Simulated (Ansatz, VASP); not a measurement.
This is a calculation of NiO for VASP 6.6.1.

Contents of INCAR:

```
SYSTEM = NiO
  ALGO = Normal
  EDIFF = 1E-6
  ENCUT = 600
  GGA = RP
  GGA_COMPAT = .False.
  ISIF = 2
  ISMEAR = -1
  ISPIN = 2
  IVDW = 13
  LASPH = .True.
  LCHARG = .True.
  LELF = .True.
  LMAXMIX = 4
  LORBIT = 11
  LREAL = .False.
  LVHAR = .True.
  LWAVE = .False.
  MAGMOM = 1 0
  NBANDS = 19
  NELM = 200
  PREC = Accurate
  SIGMA = 0.05
```

KPOINTS

```
k-points
0
Gamma
  11 11 11
  0 0 0
```

File POSCAR:

```
NiO
1.0
    0.0000000000      2.1133508634      2.1133508634
    2.1133508634      0.0000000000      2.1133508634
    2.1133508634      2.1133508634      0.0000000000
Ni O
1 1
Direct
    0.0000000000      0.0000000000      0.0000000000
    0.5000000000      0.5000000000      0.5000000000
```

Potentials or basis: VASP PAW PBE potentials, release 64 (Ni, O).

Command:

```sh
$ cat potpaw_PBE.64/Ni/POTCAR potpaw_PBE.64/O/POTCAR > POTCAR
$ mpirun -np 1 vasp_std > vasp.out
```

**Question.** Set up the same calculation for Ansatz 0.2.0. Potentials there: Ansatz PAW.

**Answer.** As run (the cutoff follows the program's own potentials):

Contents of input.yaml:

```yaml
crystal:
  lattice:
    - [0.0, 2.1133508634, 2.1133508634]
    - [2.1133508634, 0.0, 2.1133508634]
    - [2.1133508634, 2.1133508634, 0.0]
  atoms:
    - { symbol: Ni, position: [0.0, 0.0, 0.0], spin: 1.0 }
    - { symbol: O, position: [0.5, 0.5, 0.5] }
hamiltonian:
  xc: rpbe
  pseudopotentials: { kind: paw }
  dispersion: d4
magnetization:
  spin_polarized: true
kpoints:
  mp_grid: { grid: [11, 11, 11] }
scf:
  occupations: { method: fermi_dirac, width: 0.05 }
output:
  forces: true
  stress: true
  eigenvalues: true
```

Potentials or basis: Ansatz PAW.

Run with:

```console
$ ansatz run input.yaml --threads 2 --pin off --max-ram 5120MiB --backend cpu --events-out ev --progress --plain --runs-dir out
```

Both were run:

|  | VASP | Ansatz | Ansatz less VASP |
| --- | --- | --- | --- |
| gap on the k mesh at the Fermi level (eV) | none | none | - |
| pressure (GPa) | -2.0 | -1.5 | +0.56 |
| net moment per atom (μB) | 0.93 | 0.95 | +0.011 |
| size of the moment on the site where the two differ most (μB) | 0.29 | 0.31 | +0.021 |

VASP's potentials were made for PBE, not for RPBE. Site moments also hang on the region over which each program counts them. A gap of «none» marks a metal or a gap that the smearing closes. VASP's potentials hold 16 valence electrons a cell and Ansatz's 24, so a difference there can come from the potentials and not from the codes.
